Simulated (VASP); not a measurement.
A run of VASP 6.6.1:

File INCAR:

```
SYSTEM = SiC
ALGO = Normal ; EDIFF = 1E-7
ENCUT = 520 ; GGA = PE
ISIF = 2 ; ISMEAR = -1
LASPH = .TRUE. ; LCHARG = .FALSE.
LREAL = .FALSE. ; LWAVE = .FALSE.
NBANDS = 26 ; NELM = 60
PREC = Accurate ; SIGMA = 0.02
```

File KPOINTS:

```
k-points
0
G
  12 12 4
  0 0 0
```

File POSCAR:

```
SiC
1.0
    3.0775550330      0.0000000000      0.0000000000
   -1.5387775165      2.6652408402      0.0000000000
    0.0000000000      0.0000000000      9.7744211025
Si C
4 4
Direct
    0.0000000000      0.0000000000     -0.0011227696
    0.3333333333      0.6666666667      0.2491302633
    0.0000000000      0.0000000000      0.4988772304
    0.6666666667      0.3333333333      0.7491302633
    0.0000000000      0.0000000000      0.1881064928
    0.3333333333      0.6666666667      0.4388860135
    0.0000000000      0.0000000000      0.6881064928
    0.6666666667      0.3333333333      0.9388860135
```

Potentials or basis: VASP PAW PBE potentials, release 64 (Si, C).

Run with:

```sh
$ cat potpaw_PBE.64/Si/POTCAR potpaw_PBE.64/C/POTCAR > POTCAR
$ mpirun -np 1 vasp_std > vasp.out
```

Hardware: 1 thread of Intel(R) Xeon(R) 6975P-C (Granite Rapids), on a shared host.

**Question.** How long does it take, and how much memory?

**Answer.** It took 57 s on 1 thread of Intel(R) Xeon(R) 6975P-C (Granite Rapids), with other jobs on the host, peak memory 0.23 GiB. Counts: scf iterations 14, k points 57.
